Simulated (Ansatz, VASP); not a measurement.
## MgO: VASP beside Ansatz

INCAR

```
SYSTEM = MgO
PREC     = Accurate       ! precision mode
ENCUT    = 520            ! plane-wave cutoff, eV
EDIFF    = 1E-6           ! SCF threshold, eV
ISMEAR   = 0              ! smearing method
SIGMA    = 0.05           ! smearing width, eV
LREAL    = .FALSE.        ! projectors in reciprocal space
LASPH    = .TRUE.         ! aspherical terms in the spheres
NELM     = 100            ! most SCF steps
ALGO     = Normal         ! electronic algorithm
ISIF     = 2              ! what is computed and relaxed
LWAVE    = .FALSE.        ! write WAVECAR
LCHARG   = .FALSE.        ! write CHGCAR
GGA      = PE             ! functional
NBANDS   = 11             ! bands
```

File KPOINTS:

```
regular mesh
0
G
  10 10 10
  0 0 0
```

Contents of POSCAR:

```
MgO
1.0
    0.0000000000      2.4648506248      1.6021529061
    2.4648506248      0.0000000000      1.6021529061
    2.4648506248      2.4648506248      0.0000000000
Mg O
1 1
Direct
    0.0000000000      0.0000000000      0.0000000000
    0.5000000000      0.5000000000      0.5000000000
```

Input for Ansatz:

```yaml
crystal:
  lattice:
    - [0.0, 2.4648506248, 1.6021529061]
    - [2.4648506248, 0.0, 1.6021529061]
    - [2.4648506248, 2.4648506248, 0.0]
  atoms:
    - { symbol: Mg, position: [0.0, 0.0, 0.0] }
    - { symbol: O, position: [0.5, 0.5, 0.5] }
basis:
  ecutwfc: 420
kpoints:
  mp_grid: { grid: [10, 10, 10] }
hamiltonian:
  xc: pbe
scf:
  occupations: { method: gaussian, width: 0.05 }
output:
  forces: true
  stress: true
  eigenvalues: true
```

Alike in both runs: task single point; functional PBE; k mesh 10 × 10 × 10; occupations gaussian, width 0.05 eV; no spin polarisation.

```csv
,VASP,Ansatz
version,VASP 6.6.1,Ansatz 0.2.0
potentials or method,"VASP PAW PBE potentials, release 64 (Mg, O), cutoff 520 eV","scalar-relativistic, plane waves, PAW"
valence electrons in the cell,8,16
```

Ansatz gave:

```
gap on the k mesh at the Fermi level (eV) : 3.45
least direct gap on the mesh (eV)         : 3.45
```

Q: What did VASP give for the same quantities?

A: gap on the k mesh at the Fermi level (eV): 3.44; least direct gap on the mesh (eV): 3.44.

The functional is the same, so the differences come from potentials, cutoffs and numerics. VASP's potentials hold 8 valence electrons a cell and Ansatz's 16, so a difference there can come from the potentials and not from the codes.
